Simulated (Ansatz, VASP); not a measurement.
## BaNiSbF in VASP and in Ansatz

The input POSCAR:

```
BaNiSbF
1.0
    4.3920908500      0.0000000000      0.0000000000
    0.0000000000      4.3920908500      0.0000000000
    0.0000000000      0.0000000000      9.6769892900
Ba F Ni Sb
2 2 2 2
Direct
    0.7500000000      0.7500000000      0.3507900000
    0.2500000000      0.2500000000      0.6492100000
    0.2500000000      0.7500000000      0.5000000000
    0.7500000000      0.2500000000      0.5000000000
    0.2500000000      0.7500000000      0.0000000000
    0.7500000000      0.2500000000      0.0000000000
    0.2500000000      0.2500000000      0.1660400000
    0.7500000000      0.7500000000      0.8339600000
```

File INCAR.step1:

```
SYSTEM = BaNiSbF
PREC = Accurate
ENCUT = 520
ISMEAR = -1
SIGMA = 0.1
LREAL = .False.
LASPH = .True.
NELM = 80
NBANDS = 42
GGA = PE
ALGO = Normal
EDIFF = 1E-4
LWAVE = .True.
LCHARG = .False.
```

The input INCAR.step2:

```
SYSTEM = BaNiSbF
PREC = Accurate
ENCUT = 520
EDIFF = 1E-6
ISMEAR = -1
SIGMA = 0.1
LREAL = .False.
LASPH = .True.
NELM = 80
ALGO = Normal
ISIF = 2
LWAVE = .False.
LCHARG = .False.
METAGGA = R2SCAN
LMIXTAU = .True.
NBANDS = 42
ISTART = 1
```

KPOINTS

```
regular mesh
0
Gamma
  6 6 3
  0 0 0
```

Input for Ansatz:

```yaml
crystal:
  lattice:
    - [4.39209085, 0.0, 0.0]
    - [0.0, 4.39209085, 0.0]
    - [0.0, 0.0, 9.67698929]
  atoms:
    - { symbol: Ba, position: [0.75, 0.75, 0.35079] }
    - { symbol: Ba, position: [0.25, 0.25, 0.64921] }
    - { symbol: F, position: [0.25, 0.75, 0.5] }
    - { symbol: F, position: [0.75, 0.25, 0.5] }
    - { symbol: Ni, position: [0.25, 0.75, 0.0] }
    - { symbol: Ni, position: [0.75, 0.25, 0.0] }
    - { symbol: Sb, position: [0.25, 0.25, 0.16604] }
    - { symbol: Sb, position: [0.75, 0.75, 0.83396] }
kpoints:
  mp_grid: { grid: [6, 6, 3], shift: [0, 0, 0] }
magnetization:
  spin_polarized: false
scf:
  occupations: { method: fermi_dirac }
  lower_state_search: "off"
  max_iter: 200
hamiltonian:
  pseudopotentials: { kind: paw }
  xc: r2scan
basis:
  ecutwfc: 500
  fft_grid_basis: typed
output:
  forces: true
  stress: true
  eigenvalues: true
  bader: true
  populations: true
  elf: true
  write_potential: true
  volumetric_format: npy
  dos:
    e_range: [-12, 8]
    de: 0.05
    projected: { site_lists: { Ba: [Ba], F: [F], Ni: [Ni], Sb: [Sb] } }
checkpoint:
  read: saved_state
```

Alike in both runs: task single point; functional r2SCAN; k mesh 6 × 6 × 3; no spin polarisation.

```csv
,VASP,Ansatz
version,VASP 6.6.1,Ansatz 0.2.0
potentials or method,"VASP PAW PBE potentials, release 64 (Ba_sv, F, Ni, Sb), cutoff 520 eV",PAW plane waves
occupations,"fermi-dirac, width 0.1 eV",fermi-dirac
valence electrons in the cell,64,100
```

VASP gave:

- pressure (GPa): -3.7
- traceless stress, the component that is largest in VASP (GPa): -1.31
- rms of the force components (eV/Å): 0.693

Which values does Ansatz return?

Pressure (GPa): -4.4; traceless stress, the component that is largest in VASP (GPa): -1.21; rms of the force components (eV/Å): 0.679.

VASP's potentials were made for PBE, not for r2SCAN. Atom by atom the forces differ by 0.040 eV/Å (rms over components). VASP's potentials hold 64 valence electrons a cell and Ansatz's 100, so a difference there can come from the potentials and not from the codes.

Neither program's run includes spin-orbit coupling.
